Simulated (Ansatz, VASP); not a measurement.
**WC: VASP beside Ansatz**

File INCAR:

```
  PREC = Accurate
  ENCUT = 520
  EDIFF = 1E-6
  ISMEAR = 0
  SIGMA = 0.1
  LREAL = F
  LASPH = T
  NELM = 100
  ALGO = Normal
  ISIF = 2
  LWAVE = F
  LCHARG = T
  GGA = PE
  LELF = T
  LVHAR = T
  NBANDS = 66
```

Contents of KPOINTS:

```
Automatic mesh
0
Gamma
  6 6 5
```

POSCAR

```
WC
1.0
   -0.0000000001     -5.0605931652      0.0000000000
    4.3826022393      2.5302965826      0.0000000000
    0.0000000000      0.0000000000      5.6942504921
W C
6 6
Direct
    0.0000000000      0.0000000000      0.0000000000
    0.0000000000      0.0000000000      0.5000000000
    0.3333333333      0.6666666667      0.0000000000
    0.3333333333      0.6666666667      0.5000000000
    0.6666666667      0.3333333333      0.0000000000
    0.6666666667      0.3333333333      0.5000000000
    0.6666666667      0.6666666667      0.2500000000
    0.6666666667      0.6666666667      0.7500000000
    0.0000000000      0.3333333333      0.2500000000
    0.0000000000      0.3333333333      0.7500000000
    0.3333333333      1.0000000000      0.2500000000
    0.3333333333      1.0000000000      0.7500000000
```

Input for Ansatz:

```yaml
crystal:
  lattice:
    - [-1.0e-10, -5.0605931652, 0.0]
    - [4.3826022393, 2.5302965826, 0.0]
    - [0.0, 0.0, 5.6942504921]
  atoms:
    - { symbol: W, position: [0.0, 0.0, 0.0] }
    - { symbol: W, position: [0.0, 0.0, 0.5] }
    - { symbol: W, position: [0.3333333333, 0.6666666667, 0.0] }
    - { symbol: W, position: [0.3333333333, 0.6666666667, 0.5] }
    - { symbol: W, position: [0.6666666667, 0.3333333333, 0.0] }
    - { symbol: W, position: [0.6666666667, 0.3333333333, 0.5] }
    - { symbol: C, position: [0.6666666667, 0.6666666667, 0.25] }
    - { symbol: C, position: [0.6666666667, 0.6666666667, 0.75] }
    - { symbol: C, position: [0.0, 0.3333333333, 0.25] }
    - { symbol: C, position: [0.0, 0.3333333333, 0.75] }
    - { symbol: C, position: [0.3333333333, 1.0, 0.25] }
    - { symbol: C, position: [0.3333333333, 1.0, 0.75] }
basis:
  ecutwfc: 420
  xc_grid: 2
kpoints:
  mp_grid: { grid: [6, 6, 5], shift: [0.0, 0.0, 0.0] }
hamiltonian:
  xc: pbe
scf:
  occupations: { method: gaussian, width: 0.1 }
output:
  forces: true
  stress: true
  eigenvalues: true
```

Alike in both runs: task single point; functional PBE; k mesh 6 × 6 × 5; occupations gaussian, width 0.1 eV; no spin polarisation.

```csv
,VASP,Ansatz
version,VASP 6.6.1,Ansatz 0.2.0
potentials or method,"VASP PAW PBE potentials, release 64 (W_sv, C), cutoff 520 eV","scalar-relativistic, plane waves, PAW"
valence electrons in the cell,108,108
```

VASP gave:

* gap on the k mesh at the Fermi level (eV): none
* pressure (GPa): 1.1
* traceless stress, the component that is largest in VASP (GPa): 0.30

Estimate Ansatz's values.

gap on the k mesh at the Fermi level (eV): none; pressure (GPa): 0.1; traceless stress, the component that is largest in VASP (GPa): 0.09.

A gap of «none» marks a metal or a gap that the smearing closes.

Neither program's run includes spin-orbit coupling.
